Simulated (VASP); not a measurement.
# PbO2 (P4_2/mnm) in VASP: a series of runs, part 2 of 3

VASP 6.6.1. The steps go on from the part before.

## 3. Single point, PBE (uniaxial strain along c: +3.0 %)

Contents of INCAR:

```
ALGO     = Normal         # electronic algorithm
EDIFF    = 1E-7           # SCF threshold, eV
ENCUT    = 520            # plane-wave cutoff, eV
GGA      = PE             # functional
ISIF     = 2              # what is computed and relaxed
ISMEAR   = 0              # smearing method
LASPH    = True           # aspherical terms in the spheres
LCHARG   = False          # write CHGCAR
LREAL    = False          # projectors in reciprocal space
LWAVE    = False          # write WAVECAR
NBANDS   = 35             # bands
NELM     = 60             # most SCF steps
PREC     = Accurate       # precision mode
SIGMA    = 0.1            # smearing width, eV
```

Contents of KPOINTS:

```
k-points
0
Gamma
  8 8 10
```

Contents of POSCAR:

```
PbO2
1.0
    5.0433547294      0.0000000000      0.0000000000
    0.0000000000      5.0433547294      0.0000000000
    0.0000000000      0.0000000000      3.5464719283
Pb O
2 4
Direct
    0.0000000000      0.0000000000      0.0000000000
    0.5000000000      0.5000000000      0.5000000000
    0.3080674637      0.3080674637      0.0000000000
    0.1919325363      0.8080674637      0.5000000000
    0.6919325363      0.6919325363      0.0000000000
    0.8080674637      0.1919325363      0.5000000000
```

Potentials or basis: VASP PAW PBE potentials, release 64 (Pb_d, O).

The run is started by

```
$ cat potpaw_PBE.64/Pb_d/POTCAR potpaw_PBE.64/O/POTCAR > POTCAR
$ mpirun -np 1 vasp_std > vasp.out
```

OUTCAR:

```text
EDIFF = 1E-7
   ENCUT = 520
   GGA = PE
   ISIF = 2
   ISMEAR = 0
   LASPH = True
   LREAL = False
   NELM = 60
   PREC = Accurate

 ion  position               nearest neighbor table
   1  0.000  0.000  0.000-   3 2.20   5 2.20   4 2.24   6 2.24   4 2.24   6 2.24   2 3.98   2 3.98
                             2 3.98   2 3.98   2 3.98   2 3.98   2 3.98   2 3.98
   2  0.500  0.500  0.500-   4 2.20   6 2.20   5 2.24   3 2.24   3 2.24   5 2.24   1 3.98   1 3.98
                             1 3.98   1 3.98   1 3.98   1 3.98   1 3.98   1 3.98
   3  0.308  0.308  0.000-   1 2.20   2 2.24   2 2.24
   4  0.192  0.808  0.500-   2 2.20   1 2.24   1 2.24
   5  0.692  0.692  0.000-   1 2.20   2 2.24   2 2.24
   6  0.808  0.192  0.500-   2 2.20   1 2.24   1 2.24

  LATTYP: Found a simple tetragonal cell.
 ALAT       =     5.0433547294
 C/A-ratio  =     0.7031970025

  Lattice vectors:

 A1 = (   5.0433547294,   0.0000000000,   0.0000000000)
 A2 = (   0.0000000000,   5.0433547294,   0.0000000000)
 A3 = (   0.0000000000,   0.0000000000,   3.5464719283)

Analysis of symmetry for initial positions (statically):
=====================================================================
 Subroutine PRICEL returns:
 Original cell was already a primitive cell.

 Routine SETGRP: Setting up the symmetry group for a
 simple tetragonal supercell.

 Subroutine GETGRP returns: Found 16 space group operations
 (whereof  8 operations were pure point group operations)
 out of a pool of 16 trial point group operations.

The static configuration has the point symmetry D_2h.
 The point group associated with its full space group is D_4h.

Analysis of symmetry for dynamics (positions and initial velocities):
=====================================================================
 Subroutine PRICEL returns:
 Original cell was already a primitive cell.

 Routine SETGRP: Setting up the symmetry group for a
 simple tetragonal supercell.

 Subroutine GETGRP returns: Found 16 space group operations
 (whereof  8 operations were pure point group operations)
 out of a pool of 16 trial point group operations.

The dynamic configuration has the point symmetry D_2h.
 The point group associated with its full space group is D_4h.

 Subroutine INISYM returns: Found 16 space group operations
 (whereof  8 operations are pure point group operations),
 and found     1 'primitive' translations

----------------------------------------------------------------------------------------

                                     Primitive cell

  volume of cell :      90.2060

  direct lattice vectors                    reciprocal lattice vectors
     5.043354729  0.000000000  0.000000000     0.198280719  0.000000000  0.000000000
     0.000000000  5.043354729  0.000000000     0.000000000  0.198280719  0.000000000
     0.000000000  0.000000000  3.546471928     0.000000000  0.000000000  0.281970369

  length of vectors
     5.043354729  5.043354729  3.546471928     0.198280719  0.198280719  0.281970369

  position of ions in fractional coordinates (direct lattice)
     0.000000000  0.000000000  0.000000000
     0.500000000  0.500000000  0.500000000
[... 41 lines left out ...]
            Coordinates               Weight
  0.000000  0.000000  0.000000      1.000000
  0.125000  0.000000  0.000000      4.000000
  0.250000  0.000000  0.000000      4.000000
  0.375000  0.000000  0.000000      4.000000
  0.500000  0.000000  0.000000      2.000000
  0.125000  0.125000  0.000000      4.000000
[... 16 lines left out ...]
  0.375000  0.125000  0.100000     16.000000
  0.500000  0.125000  0.100000      8.000000
 [... further k-points ...]
   k-points           NKPTS =     90   k-points in BZ     NKDIM =     90   number of bands    NBANDS=     35
   number of dos      NEDOS =    301   number of ions     NIONS =      6
   total plane-waves  NPLWV =  44800
   dimension x,y,z NGX =    40 NGY =   40 NGZ =   28
   dimension x,y,z NGXF=    80 NGYF=   80 NGZF=   56
   ions per type =               2   4
   NGX,Y,Z   is equivalent  to a cutoff of  13.19, 13.19, 13.13 a.u.
   NGXF,Y,Z  is equivalent  to a cutoff of  26.37, 26.37, 26.25 a.u.
 SYSTEM =  unknown system
   PREC   = accura    normal or accurate (medium, high low for compatibility)
   ISTART =      0    job   : 0-new  1-cont  2-samecut
   ICHARG =      2    charge: 1-file 2-atom 10-const
   ISPIN  =      1    spin polarized calculation?
   LNONCOLLINEAR =      F non collinear calculations
   LSORBIT =      F    spin-orbit coupling
   LASPH  =      T    aspherical Exc in radial PAW
   ENCUT  =  520.0 eV  38.22 Ry    6.18 a.u.   9.38  9.38  6.59*2*pi/ulx,y,z
   NELM   =     60;   NELMIN=  2; NELMDL= -5     # of ELM steps
   EDIFF  = 0.1E-06   stopping-criterion for ELM
   LREAL  =      F    real-space projection
   EDIFFG = 0.1E-05   stopping-criterion for IOM
   NSW    =      0    number of steps for IOM
   IBRION =     -1    ionic relax: 0-MD 1-quasi-New 2-CG
   NFREE  =      0    steps in history (QN), initial steepest desc. (CG)
   ISIF   =      2    stress and relaxation
   ISYM   =      2    0-nonsym 1-usesym 2-fastsym
   POTIM  = 0.5000    time-step for ionic-motion
   TEBEG  =    0.0;   TEEND  =   0.0 temperature during run
   PSTRESS=    0.0 pullay stress
   NELECT =      52.0000    total number of electrons
   NUPDOWN=      -1.0000    fix difference up-down
   EMIN   =  10.00;   EMAX   =-10.00  energy-range for DOS
   EFERMI =   0.00;   METHOD = LEGACY
   ISMEAR =     0;   SIGMA  =   0.10  broadening in eV -4-tet -1-fermi 0-gaus
   EFERMI_NEDOS =   21; number of points for ismear=-14 and -15
   IALGO  =     38    algorithm
   IMIX   =      4    mixing-type and parameters
     AMIX     =   0.40;   BMIX     =  1.00
     AMIX_MAG =   1.60;   BMIX_MAG =  1.00
  volume/ion in A,a.u.               =      15.03       101.46
  Fermi-wavevector in a.u.,A,eV,Ry     =   1.362482  2.574718 25.257271  1.856357
  Thomas-Fermi vector in A             =   2.488968
   LORBIT       =      0    0 simple, 1 ext, 2 COOP (PROOUT), +10 PAW based schemes
   GGA     = PE    functional components
   LHFCALC =     F    Hartree Fock is set to
   AEXX    =    0.0000 exact exchange contribution
   IVDW    =     0    specifies the selected vdW correction
   LEPSILON=     F    determine dielectric tensor
   LRPA    =     F    only Hartree local field effects (RPA)
 non-spin polarized calculation
 Gauss-broadening in eV      SIGMA  =   0.10
  energy-cutoff  :      520.00
  volume of cell :       90.21
 maximum number of plane-waves:      2453
 NGX is ok and might be reduce to    40
   NGX = 19   NGY = 19   NGZ = 13

 number of electron      52.0000006 magnetization

 Free energy of the ion-electron system (eV)
  ---------------------------------------------------
  ext. energy  EPLUGINS =         0.00000000
  ---------------------------------------------------
  free energy    TOTEN  =       -31.83868469 eV

  energy without entropy =      -31.83467839  energy(sigma->0) =      -31.83668154

 E-fermi :   3.5858     XC(G=0): -10.3145

 val. band max:        3.5770513638   @ k =   0.1250   0.1250   0.0000
 cond. band min:       3.6039429038   @ k =   0.1250   0.0000   0.1000
 fundamental gap:      0.0268915400
 Fermi energy:         3.5858323395

 k-point     1 :       0.0000    0.0000    0.0000
  band No.  band energies     occupation
      1     -14.2532      2.00000
      2     -14.2445      2.00000
      3     -12.7016      2.00000
      4     -12.7016      2.00000
      5     -11.8973      2.00000
      6     -11.7552      2.00000
[... 901 lines left out ...]
     34      14.4730      0.00000
     35      15.5808      0.00000

 [... further k-points ...]

------------------------ aborting loop because EDIFF is reached ----------------------------------------

  FORCE on cell =-STRESS in cart. coord.  units (eV):
  Direction    XX          YY          ZZ          XY          YZ          ZX
  --------------------------------------------------------------------------------------
  -------------------------------------------------------------------------------------
  Total       -0.6454586     -0.6454586     -2.5792450      0.0000000      0.0000000      0.0000000
  in kB      -11.4641903    -11.4641903    -45.8107728      0.0000000      0.0000000      0.0000000
  external PRESSURE =     -22.9130511 kB  Pullay stress =       0.0000000 kB

 VOLUME and BASIS-vectors are now :
 -----------------------------------------------------------------------------
  energy-cutoff  :      520.00
  volume of cell :       90.21
      direct lattice vectors                 reciprocal lattice vectors
     5.043354729  0.000000000  0.000000000     0.198280719  0.000000000  0.000000000
     0.000000000  5.043354729  0.000000000     0.000000000  0.198280719  0.000000000
     0.000000000  0.000000000  3.546471928     0.000000000  0.000000000  0.281970369

 POSITION                                       TOTAL-FORCE (eV/Angst)
 -----------------------------------------------------------------------------------
      0.00000      0.00000      0.00000         0.000000      0.000000     -0.000000
      2.52168      2.52168      1.77324         0.000000      0.000000     -0.000000
      1.55369      1.55369      0.00000         0.011819      0.011819      0.000000
      0.96798      4.07537      1.77324        -0.011819      0.011819      0.000000
      3.48966      3.48966      0.00000        -0.011819     -0.011819     -0.000000
      4.07537      0.96798      1.77324         0.011819     -0.011819     -0.000000
 -----------------------------------------------------------------------------------
    total drift:                                0.000000     -0.000000     -0.000000

  FREE ENERGIE OF THE ION-ELECTRON SYSTEM (eV)
  ---------------------------------------------------
  free  energy   TOTEN  =       -31.8386846892 eV

  energy  without entropy=      -31.8346783930  energy(sigma->0) =      -31.83668154
```

It took 3.8 min on 1 thread of Intel Xeon Platinum 8259CL at 2.50GHz (Skylake/Cascade Lake), shared host; peak memory 0.35 GiB.

Results:

```
Free energy   : -31.8387 eV
Pressure      : -2.3 GPa
Largest force : 0.017 eV/Å
```

Forces on the atoms (eV/Å):
```
Pb   0.000  0.000  0.000
Pb   0.000  0.000  0.000
O    0.012  0.012  0.000
O   -0.012  0.012  0.000
O   -0.012 -0.012  0.000
O    0.012 -0.012  0.000
```

Stress tensor (GPa, compression positive):
```
-1.15  0.00  0.00
 0.00 -1.15  0.00
 0.00  0.00 -4.58
```

Caveat: the cell differs from its parent crystal (uniaxial strain along c: +3.0 %); spin-orbit coupling is left out, which moves the levels of the heavy elements.

## 4. Relaxation of cell and atoms, PBE

This run uses another cell than the first one, of 13.88 Å³/atom, 0.940 times its volume.

Contents of INCAR:

```
PREC = Accurate
ENCUT = 600
EDIFF = 1E-7
ISMEAR = 0
SIGMA = 0.1
LREAL = F
LASPH = T
NELM = 60
ALGO = Normal
ISIF = 3
LWAVE = F
LCHARG = F
GGA = PE
IBRION = 2
NSW = 100
EDIFFG = -0.05
```

Contents of KPOINTS:

```
Automatic mesh
0
Gamma
  4 4 6
```

Contents of POSCAR:

```
PbO2
1.0
    4.9578000000      0.0000000000      0.0000000000
    0.0000000000      4.9578000000      0.0000000000
    0.0000000000      0.0000000000      3.3878000000
Pb O
2 4
Direct
    0.0000000000      0.0000000000      0.0000000000
    0.5000000000      0.5000000000      0.5000000000
    0.3067000000      0.3067000000      0.0000000000
    0.1933000000      0.8067000000      0.5000000000
    0.6933000000      0.6933000000      0.0000000000
    0.8067000000      0.1933000000      0.5000000000
```

Potentials or basis: VASP PAW PBE potentials, release 64 (Pb_d, O).

The run is started by

```
$ cat potpaw_PBE.64/Pb_d/POTCAR potpaw_PBE.64/O/POTCAR > POTCAR
$ mpirun -np 1 vasp_std > vasp.out
```

OUTCAR:

```text
PREC = Accurate
   ENCUT = 600
   EDIFF = 1E-7
   ISMEAR = 0
   LREAL = F
   LASPH = T
   NELM = 60
   ISIF = 3
   GGA = PE
   IBRION = 2
   NSW = 100
   EDIFFG = -0.05

 ion  position               nearest neighbor table
   1  0.000  0.000  0.000-   3 2.15   5 2.15   4 2.17   6 2.17   4 2.17   6 2.17   2 3.89   2 3.89
                             2 3.89   2 3.89   2 3.89   2 3.89   2 3.89   2 3.89
   2  0.500  0.500  0.500-   4 2.15   6 2.15   5 2.17   3 2.17   3 2.17   5 2.17   1 3.89   1 3.89
                             1 3.89   1 3.89   1 3.89   1 3.89   1 3.89   1 3.89
   3  0.307  0.307  0.000-   1 2.15   2 2.17   2 2.17
   4  0.193  0.807  0.500-   2 2.15   1 2.17   1 2.17
   5  0.693  0.693  0.000-   1 2.15   2 2.17   2 2.17
   6  0.807  0.193  0.500-   2 2.15   1 2.17   1 2.17

  LATTYP: Found a simple tetragonal cell.
 ALAT       =     4.9578000000
 C/A-ratio  =     0.6833272823

  Lattice vectors:

 A1 = (   4.9578000000,   0.0000000000,   0.0000000000)
 A2 = (   0.0000000000,   4.9578000000,   0.0000000000)
 A3 = (   0.0000000000,   0.0000000000,   3.3878000000)

Analysis of symmetry for initial positions (statically):
=====================================================================
 Subroutine PRICEL returns:
 Original cell was already a primitive cell.

 Routine SETGRP: Setting up the symmetry group for a
 simple tetragonal supercell.

 Subroutine GETGRP returns: Found 16 space group operations
 (whereof  8 operations were pure point group operations)
 out of a pool of 16 trial point group operations.

The static configuration has the point symmetry D_2h.
 The point group associated with its full space group is D_4h.

Analysis of symmetry for dynamics (positions and initial velocities):
=====================================================================
 Subroutine PRICEL returns:
 Original cell was already a primitive cell.

 Routine SETGRP: Setting up the symmetry group for a
 simple tetragonal supercell.

[... 120 lines left out ...]
   POTIM  = 0.5000    time-step for ionic-motion
   TEBEG  =    0.0;   TEEND  =   0.0 temperature during run
   PSTRESS=    0.0 pullay stress
   NELECT =      52.0000    total number of electrons
   NUPDOWN=      -1.0000    fix difference up-down
   EMIN   =  10.00;   EMAX   =-10.00  energy-range for DOS
   EFERMI =   0.00;   METHOD = LEGACY
   ISMEAR =     0;   SIGMA  =   0.10  broadening in eV -4-tet -1-fermi 0-gaus
   EFERMI_NEDOS =   21; number of points for ismear=-14 and -15
   IALGO  =     38    algorithm
   IMIX   =      4    mixing-type and parameters
     AMIX     =   0.40;   BMIX     =  1.00
     AMIX_MAG =   1.60;   BMIX_MAG =  1.00
  volume/ion in A,a.u.               =      13.88        93.66
  Fermi-wavevector in a.u.,A,eV,Ry     =   1.399300  2.644293 26.640740  1.958039
  Thomas-Fermi vector in A             =   2.522373
   LORBIT       =      0    0 simple, 1 ext, 2 COOP (PROOUT), +10 PAW based schemes
   GGA     = PE    functional components
   LHFCALC =     F    Hartree Fock is set to
   AEXX    =    0.0000 exact exchange contribution
   IVDW    =     0    specifies the selected vdW correction
   LEPSILON=     F    determine dielectric tensor
   LRPA    =     F    only Hartree local field effects (RPA)
 conjugate gradient relaxation of ions
 non-spin polarized calculation
 Gauss-broadening in eV      SIGMA  =   0.10
  energy-cutoff  :      600.00
  volume of cell :       83.27
 maximum number of plane-waves:      2820
 NGX is ok and might be reduce to    40
   NGX = 19   NGY = 19   NGZ = 13

--------------------------------------- Ionic step        1  -------------------------------------------

 number of electron      52.0000015 magnetization

 Free energy of the ion-electron system (eV)
  ---------------------------------------------------
  ext. energy  EPLUGINS =         0.00000000
  ---------------------------------------------------
  free energy    TOTEN  =       -31.72602545 eV

  energy without entropy =      -31.72499377  energy(sigma->0) =      -31.72550961

------------------------ aborting loop because EDIFF is reached ----------------------------------------

  FORCE on cell =-STRESS in cart. coord.  units (eV):
  Direction    XX          YY          ZZ          XY          YZ          ZX
  --------------------------------------------------------------------------------------
  -------------------------------------------------------------------------------------
  Total        4.3499503      4.3499503      5.4676946     -0.0000000      0.0000000      0.0000000
  in kB       83.6949216     83.6949216    105.2008055     -0.0000000      0.0000000      0.0000000
  external PRESSURE =      90.8635496 kB  Pullay stress =       0.0000000 kB
[... 187 lines left out ...]
--------------------------------------- Ionic step        6  -------------------------------------------

 number of electron      51.9999988 magnetization

 Free energy of the ion-electron system (eV)
  ---------------------------------------------------
  ext. energy  EPLUGINS =         0.00000000
  ---------------------------------------------------
  free energy    TOTEN  =       -31.87149907 eV

  energy without entropy =      -31.87036154  energy(sigma->0) =      -31.87093030

 E-fermi :   3.7902     XC(G=0): -10.3839

 val. band max:        3.6855736252   @ k =   0.0000   0.0000   0.1667
 cond. band min:       3.8457042433   @ k =   0.0000   0.0000   0.0000
 fundamental gap:      0.1601306181
 Fermi energy:         3.7902413425

 k-point     1 :       0.0000    0.0000    0.0000
  band No.  band energies     occupation
      1     -14.2368      2.00000
      2     -14.1965      2.00000
      3     -12.6306      2.00000
      4     -12.6306      2.00000
      5     -11.7520      2.00000
      6     -11.6037      2.00000
[... 838 lines left out ...]
  FREE ENERGIE OF THE ION-ELECTRON SYSTEM (eV)
  ---------------------------------------------------
  free  energy   TOTEN  =       -31.8714990660 eV

  energy  without entropy=      -31.8703615422  energy(sigma->0) =      -31.87093030

 reached required accuracy - stopping structural energy minimisation
```

It took 4.3 min on 1 thread of Intel Xeon Platinum 8259CL at 2.50GHz (Skylake/Cascade Lake), shared host; peak memory 0.25 GiB.

What came out:

| Property | Result |
| --- | --- |
| Free energy | -31.8715 eV |
| Relaxed volume | 14.79 Å³/atom |
| Relaxed cell | a = 5.070 Å, b = 5.070 Å, c = 3.452 Å, α = 90.00°, β = 90.00°, γ = 90.00° |
| Space group after relaxing (to 0.05 Å) | P4_2/mnm (No. 136) |
| Energy gained by relaxing | 24.2 meV/atom |
| Ionic steps | 6 |
| Pressure after relaxing | 0.2 GPa |
| Largest force after relaxing | 0.026 eV/Å |
| Band gap on the k mesh | 0.16 eV, indirect (least direct gap 0.51 eV) |

Forces in eV/Å, atoms in the order of the input:
```
Pb   0.000  0.000  0.000
Pb   0.000  0.000  0.000
O   -0.018 -0.018  0.000
O    0.018 -0.018  0.000
O    0.018  0.018  0.000
O   -0.018  0.018  0.000
```

Stress tensor (GPa, compression positive):
```
 0.26  0.00  0.00
 0.00  0.26  0.00
 0.00  0.00 -0.02
```

The path:
| step | energy change (eV) | largest force (eV/Å) | pressure (GPa) | volume (Å³) |
| --- | --- | --- | --- | --- |
| 1 | 0.0000 | 0.0171 | 9.09 | 83.27 |
| 2 | -0.0558 | 0.2039 | -5.48 | 93.12 |
| 3 | -0.1412 | 0.1244 | 0.02 | 88.55 |
| 4 | -0.1412 | 0.1221 | 0.18 | 88.44 |
| 5 | -0.1444 | 0.0506 | 0.16 | 88.58 |
| 6 | -0.1455 | 0.0257 | 0.16 | 88.73 |

Final structure:
```
CELL_PARAMETERS angstrom
5.06951 0.00000 0.00000
0.00000 5.06951 0.00000
0.00000 0.00000 3.45241
ATOMIC_POSITIONS crystal
Pb 0.00000 0.00000 0.00000
Pb 0.50000 0.50000 0.50000
O 0.30817 0.30817 0.00000
O 0.19183 0.80817 0.50000
O 0.69183 0.69183 0.00000
O 0.80817 0.19183 0.50000
```

Caveat: spin-orbit coupling is left out, which moves the levels of the heavy elements; the relaxation stopped at a loose force limit of 0.05 eV/Å, so its end isn't a converged minimum. PBE usually gives volumes a little too large and moduli too small.

[end of part 2 of 3]
